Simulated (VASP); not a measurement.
# WC (P-6m2) in VASP: notebook

The runs below take WC through single point, with LDA, r2SCAN.

All numbers are computed with VASP 6.6.1; they aren't measurements. Logs are shortened: lines on timing, memory, paths and dates and some standing lists are left out, and cuts for length are marked.

## 1. The cell of the first run

It takes space group P-6m2 (No. 187, hexagonal). Conventional cell: a = 2.922 Å, b = 2.922 Å, c = 2.847 Å, α = 90.00°, β = 90.00°, γ = 120.00°. Within 3.0 Å of W (site symmetry -6m2) lie 6 C at 2.21 Å and 8 W at 2.85 to 2.92 Å. C (site symmetry -6m2) has 6 W at 2.21 Å and 8 C at 2.85 to 2.92 Å within 3.0 Å.

## 2. Single point, LDA

File INCAR:

```
ALGO = Normal
EDIFF = 1E-6
ENCUT = 520
ISIF = 2
ISMEAR = 0
LASPH = T
LCHARG = T
LELF = T
LREAL = F
LVHAR = T
LWAVE = F
NBANDS = 16
NELM = 80
PREC = Accurate
SIGMA = 0.1
```

File KPOINTS:

```
k-points
0
Gamma
  18 18 14
```

File POSCAR:

```
WC
1.0
    2.9216789062      0.0000000000      0.0000000000
   -1.4608394531      2.5302481545      0.0000000000
    0.0000000000      0.0000000000      2.8470525963
W C
1 1
Direct
    0.0000000000      0.0000000000      0.0000000000
    0.6666666667      0.3333333333      0.5000000000
```

Potentials or basis: VASP PAW LDA potentials, release 64 (W_sv, C).

The run is started by

```sh
> cat potpaw_LDA.64/W_sv/POTCAR potpaw_LDA.64/C/POTCAR > POTCAR
> mpirun -np 1 vasp_std > vasp.out
```

OUTCAR:

```text
EDIFF = 1E-6
   ENCUT = 520
   ISIF = 2
   ISMEAR = 0
   LASPH = T
   LREAL = F
   NELM = 80
   PREC = Accurate

 ion  position               nearest neighbor table
   1  0.000  0.000  0.000-   2 2.21   2 2.21   2 2.21   2 2.21   2 2.21   2 2.21
   2  0.667  0.333  0.500-   1 2.21   1 2.21   1 2.21   1 2.21   1 2.21   1 2.21

  LATTYP: Found a hexagonal cell.
 ALAT       =     2.9216789062
 C/A-ratio  =     0.9744577305

  Lattice vectors:

 A1 = (   2.9216789062,   0.0000000000,   0.0000000000)
 A2 = (  -1.4608394531,   2.5302481545,   0.0000000000)
 A3 = (   0.0000000000,   0.0000000000,   2.8470525963)

Analysis of symmetry for initial positions (statically):
=====================================================================
 Subroutine PRICEL returns:
 Original cell was already a primitive cell.

 Routine SETGRP: Setting up the symmetry group for a
 hexagonal supercell.

 Subroutine GETGRP returns: Found 12 space group operations
 (whereof 12 operations were pure point group operations)
 out of a pool of 24 trial point group operations.

The static configuration has the point symmetry D_3h.

Analysis of symmetry for dynamics (positions and initial velocities):
=====================================================================
 Subroutine PRICEL returns:
 Original cell was already a primitive cell.

 Routine SETGRP: Setting up the symmetry group for a
 hexagonal supercell.

 Subroutine GETGRP returns: Found 12 space group operations
 (whereof 12 operations were pure point group operations)
 out of a pool of 24 trial point group operations.

The dynamic configuration has the point symmetry D_3h.

 Subroutine INISYM returns: Found 12 space group operations
 (whereof 12 operations are pure point group operations),
 and found     1 'primitive' translations

----------------------------------------------------------------------------------------

                                     Primitive cell

  volume of cell :      21.0470

  direct lattice vectors                    reciprocal lattice vectors
     2.921678906  0.000000000  0.000000000     0.342268960  0.197609076  0.000000000
    -1.460839453  2.530248155  0.000000000     0.000000000  0.395218152  0.000000000
     0.000000000  0.000000000  2.847052596     0.000000000  0.000000000  0.351240438

  length of vectors
     2.921678906  2.921678906  2.847052596     0.395218152  0.395218152  0.351240438

  position of ions in fractional coordinates (direct lattice)
     0.000000000  0.000000000  0.000000000
     0.666666667  0.333333333  0.500000000

  ion indices of the primitive-cell ions
   primitive index   ion index
                 1           1
                 2           2

----------------------------------------------------------------------------------------

 KPOINTS: k-points

Automatic generation of k-mesh.
 Grid dimensions read from file:
 generate k-points for:   18   18   14

 Generating k-lattice:

  Cartesian coordinates                     Fractional coordinates (reciprocal lattice)
     0.019014942  0.010978282  0.000000000     0.055555556 -0.000000000  0.000000000
     0.000000000  0.021956564  0.000000000     0.000000000  0.055555556  0.000000000
     0.000000000  0.000000000  0.025088603     0.000000000  0.000000000  0.071428571

  Length of vectors
     0.021956564  0.021956564  0.025088603

  Shift w.r.t. Gamma in fractional coordinates (k-lattice)
     0.000000000  0.000000000  0.000000000

 Subroutine IBZKPT returns following result:
 ===========================================

 Found    296 irreducible k-points:

 Following reciprocal coordinates:
            Coordinates               Weight
  0.000000  0.000000  0.000000      1.000000
  0.055556 -0.000000  0.000000      6.000000
  0.111111 -0.000000  0.000000      6.000000
  0.166667 -0.000000  0.000000      6.000000
  0.222222 -0.000000  0.000000      6.000000
  0.277778 -0.000000  0.000000      6.000000
[... 16 lines left out ...]
  0.333333  0.111111  0.000000     12.000000
  0.388889  0.111111  0.000000     12.000000
 [... further k-points ...]
   k-points           NKPTS =    296   k-points in BZ     NKDIM =    296   number of bands    NBANDS=     16
   number of dos      NEDOS =    301   number of ions     NIONS =      2
   total plane-waves  NPLWV =  13824
   dimension x,y,z NGX =    24 NGY =   24 NGZ =   24
   dimension x,y,z NGXF=    48 NGYF=   48 NGZF=   48
   ions per type =               1   1
   NGX,Y,Z   is equivalent  to a cutoff of  13.66, 13.66, 14.01 a.u.
   NGXF,Y,Z  is equivalent  to a cutoff of  27.31, 27.31, 28.03 a.u.
 SYSTEM =  unknown system
   PREC   = accura    normal or accurate (medium, high low for compatibility)
   ISTART =      0    job   : 0-new  1-cont  2-samecut
   ICHARG =      2    charge: 1-file 2-atom 10-const
   ISPIN  =      1    spin polarized calculation?
   LNONCOLLINEAR =      F non collinear calculations
   LSORBIT =      F    spin-orbit coupling
   LASPH  =      T    aspherical Exc in radial PAW
   ENCUT  =  520.0 eV  38.22 Ry    6.18 a.u.   5.43  5.43  5.29*2*pi/ulx,y,z
   NELM   =     80;   NELMIN=  2; NELMDL= -5     # of ELM steps
   EDIFF  = 0.1E-05   stopping-criterion for ELM
   LREAL  =      F    real-space projection
   EDIFFG = 0.1E-04   stopping-criterion for IOM
   NSW    =      0    number of steps for IOM
   IBRION =     -1    ionic relax: 0-MD 1-quasi-New 2-CG
   NFREE  =      0    steps in history (QN), initial steepest desc. (CG)
   ISIF   =      2    stress and relaxation
   ISYM   =      2    0-nonsym 1-usesym 2-fastsym
   POTIM  = 0.5000    time-step for ionic-motion
   TEBEG  =    0.0;   TEEND  =   0.0 temperature during run
   PSTRESS=    0.0 pullay stress
   NELECT =      18.0000    total number of electrons
   NUPDOWN=      -1.0000    fix difference up-down
   EMIN   =  10.00;   EMAX   =-10.00  energy-range for DOS
   EFERMI =   0.00;   METHOD = LEGACY
   ISMEAR =     0;   SIGMA  =   0.10  broadening in eV -4-tet -1-fermi 0-gaus
   EFERMI_NEDOS =   21; number of points for ismear=-14 and -15
   IALGO  =     38    algorithm
   IMIX   =      4    mixing-type and parameters
     AMIX     =   0.40;   BMIX     =  1.00
     AMIX_MAG =   1.60;   BMIX_MAG =  1.00
  volume/ion in A,a.u.               =      10.52        71.02
  Fermi-wavevector in a.u.,A,eV,Ry     =   1.553944  2.936528 32.854549  2.414741
  Thomas-Fermi vector in A             =   2.658101
   LORBIT       =      0    0 simple, 1 ext, 2 COOP (PROOUT), +10 PAW based schemes
   GGA     = CA    functional components
   LHFCALC =     F    Hartree Fock is set to
   AEXX    =    0.0000 exact exchange contribution
   IVDW    =     0    specifies the selected vdW correction
   LEPSILON=     F    determine dielectric tensor
   LRPA    =     F    only Hartree local field effects (RPA)
 non-spin polarized calculation
 Gauss-broadening in eV      SIGMA  =   0.10
  energy-cutoff  :      520.00
  volume of cell :       21.05
 maximum number of plane-waves:       587
 NGX is ok and might be reduce to    24
   NGX = 11   NGY = 11   NGZ = 11

 number of electron      18.0000000 magnetization

 Free energy of the ion-electron system (eV)
  ---------------------------------------------------
  ext. energy  EPLUGINS =         0.00000000
  ---------------------------------------------------
  free energy    TOTEN  =       -24.67469024 eV

  energy without entropy =      -24.67337484  energy(sigma->0) =      -24.67403254

 E-fermi :  10.7819     XC(G=0): -13.9011

 val. band max:       10.7495814764   @ k =   0.4444  -0.0000   0.4286
 cond. band min:      10.8078509065   @ k =   0.3333   0.2222   0.0000
 fundamental gap:      0.0582694300
 Fermi energy:        10.7819338867

 k-point     1 :       0.0000    0.0000    0.0000
  band No.  band energies     occupation
      1     -62.7874      2.00000
      2     -27.0272      2.00000
      3     -26.9326      2.00000
      4     -26.9326      2.00000
      5      -3.3884      2.00000
      6       6.5411      2.00000
[... 8 lines left out ...]
     15      25.0450      0.00000
     16      27.4120      0.00000

 k-point     2 :       0.0556   -0.0000    0.0000
  band No.  band energies     occupation
      1     -62.7857      2.00000
      2     -27.0240      2.00000
      3     -26.9576      2.00000
      4     -26.9383      2.00000
      5      -3.3077      2.00000
      6       6.5702      2.00000
[... 8 lines left out ...]
     15      24.8548      0.00000
     16      27.5798      0.00000

 k-point     3 :       0.1111   -0.0000    0.0000
  band No.  band energies     occupation
      1     -62.7809      2.00000
      2     -27.0291      2.00000
      3     -27.0148      2.00000
      4     -26.9546      2.00000
      5      -3.0719      2.00000
      6       6.5402      2.00000
[... 8 lines left out ...]
     15      24.5397      0.00000
     16      28.0637      0.00000

 k-point     4 :       0.1667   -0.0000    0.0000
  band No.  band energies     occupation
      1     -62.7734      2.00000
      2     -27.1371      2.00000
      3     -27.0007      2.00000
      4     -26.9794      2.00000
      5      -2.6993      2.00000
      6       6.1758      2.00000
[... 8 lines left out ...]
     15      24.3738      0.00000
     16      28.8100      0.00000
[... 324 lines left out ...]
 k-point    22 :       0.2778    0.1111    0.0000
  band No.  band energies     occupation
      1     -62.7430      2.00000
      2     -27.5251      2.00000
      3     -27.1186      2.00000
      4     -26.9425      2.00000
      5      -0.9226      2.00000
      6       4.6007      2.00000
[... 8 lines left out ...]
     15      25.7383      0.00000
     16      27.2107      0.00000

 k-point    23 :       0.3333    0.1111    0.0000
  band No.  band energies     occupation
      1     -62.7360      2.00000
      2     -27.6119      2.00000
      3     -27.1497      2.00000
      4     -26.9291      2.00000
      5      -0.4126      2.00000
      6       4.2654      2.00000
[... 8 lines left out ...]
     15      25.2274      0.00000
     16      27.4400      0.00000

 k-point    24 :       0.3889    0.1111    0.0000
  band No.  band energies     occupation
      1     -62.7314      2.00000
      2     -27.6680      2.00000
      3     -27.1699      2.00000
      4     -26.9203      2.00000
      5      -0.0397      2.00000
      6       4.0415      2.00000
[... 8 lines left out ...]
     15      24.3734      0.00000
     16      28.0974      0.00000

 [... further k-points ...]

------------------------ aborting loop because EDIFF is reached ----------------------------------------

  FORCE on cell =-STRESS in cart. coord.  units (eV):
  Direction    XX          YY          ZZ          XY          YZ          ZX
  --------------------------------------------------------------------------------------
  -------------------------------------------------------------------------------------
  Total       -1.6078755     -1.6078755     -1.7814466      0.0000000     -0.0000000      0.0000000
  in kB     -122.3973193   -122.3973193   -135.6101783      0.0000000     -0.0000000      0.0000000
  external PRESSURE =    -126.8016056 kB  Pullay stress =       0.0000000 kB

 VOLUME and BASIS-vectors are now :
 -----------------------------------------------------------------------------
  energy-cutoff  :      520.00
  volume of cell :       21.05
      direct lattice vectors                 reciprocal lattice vectors
     2.921678906  0.000000000  0.000000000     0.342268960  0.197609076  0.000000000
    -1.460839453  2.530248155  0.000000000     0.000000000  0.395218152  0.000000000
     0.000000000  0.000000000  2.847052596     0.000000000  0.000000000  0.351240438

 POSITION                                       TOTAL-FORCE (eV/Angst)
 -----------------------------------------------------------------------------------
      0.00000      0.00000      0.00000         0.000000     -0.000000      0.000000
      1.46084      0.84342      1.42353        -0.000000      0.000000      0.000000
 -----------------------------------------------------------------------------------
    total drift:                                0.000000     -0.000000      0.000000

  FREE ENERGIE OF THE ION-ELECTRON SYSTEM (eV)
  ---------------------------------------------------
  free  energy   TOTEN  =       -24.6746902438 eV

  energy  without entropy=      -24.6733748400  energy(sigma->0) =      -24.67403254
```

Wall time 36 s (1 thread of Intel Xeon 6975P-C (Granite Rapids), shared host); peak memory 0.2 GiB.

Results:

- Free energy: -24.6747 eV
- Pressure: -12.7 GPa
- Band gap on the k mesh: zero (bands 9 and 10 overlap by 1.21 eV)

Stress tensor (GPa, compression positive):
```
-12.24   0.00   0.00
  0.00 -12.24   0.00
  0.00   0.00 -13.56
```

Caveat: the cell stands under tension; spin-orbit coupling is left out, which moves the levels of the heavy elements.

## 3. Single point, r2SCAN

POSCAR is that of step 2.

File INCAR.step1:

```
SYSTEM = WC
  ALGO = Normal
  EDIFF = 1E-4
  ENCUT = 520
  GGA = PE
  ISMEAR = 0
  LASPH = .True.
  LCHARG = .False.
  LREAL = .False.
  LWAVE = .True.
  NBANDS = 16
  NELM = 100
  PREC = Accurate
  SIGMA = 0.1
```

File INCAR.step2:

```
SYSTEM = WC
  ALGO = Normal
  EDIFF = 1E-6
  ENCUT = 520
  ISIF = 2
  ISMEAR = 0
  ISTART = 1
  LASPH = .True.
  LCHARG = .True.
  LELF = .True.
  LMIXTAU = .True.
  LREAL = .False.
  LVHAR = .True.
  LWAVE = .False.
  METAGGA = R2SCAN
  NBANDS = 16
  NELM = 100
  PREC = Accurate
  SIGMA = 0.1
```

File KPOINTS:

```
k-points
0
Gamma
  18 18 14
  0 0 0
```

Potentials or basis: VASP PAW PBE potentials, release 64 (W_sv, C).

The run is started by

```sh
> cat potpaw_PBE.64/W_sv/POTCAR potpaw_PBE.64/C/POTCAR > POTCAR
> cp INCAR.step1 INCAR
> mpirun -np 1 vasp_std > vasp.out
> cp INCAR.step2 INCAR
> mpirun -np 1 vasp_std > vasp.out
```

Run time: 1.8 min. Hardware: 1 thread of Intel Xeon 6975P-C (Granite Rapids), shared host; peak memory 0.22 GiB.

Results (log left out):

```yaml
Free_energy: -61.6130 eV
Pressure: -2.3 GPa
Band_gap_on_the_k_mesh: zero (bands 9 and 10 overlap by 1.30 eV)
```

Stress tensor (GPa, compression positive):
```
-2.08  0.00  0.00
 0.00 -2.08  0.00
 0.00  0.00 -2.83
```

Levels at points of the mesh, in eV from the Fermi level:
| k point | band 6 | band 7 | band 8 | band 9 | band 10 | band 11 | band 12 | band 13 |
| --- | --- | --- | --- | --- | --- | --- | --- | --- |
| (0.00, 0.00, 0.00) | -4.39 | -3.41 | -3.41 | 0.13 | 3.37 | 3.37 | 5.91 | 5.91 |
| (0.50, 0.00, 0.00) | -7.25 | -3.66 | -3.61 | -0.49 | 2.47 | 4.67 | 5.02 | 7.22 |
| (0.00, 0.00, 0.50) | -8.90 | -2.05 | -2.05 | -0.54 | -0.54 | 3.80 | 4.82 | 4.82 |
| (0.50, 0.00, 0.50) | -6.62 | -4.40 | -4.32 | 0.21 | 4.53 | 5.40 | 6.87 | 9.54 |

Caveat: the PAW data sets were made with another functional, which shifts forces and pressure a little; spin-orbit coupling is left out, which moves the levels of the heavy elements.
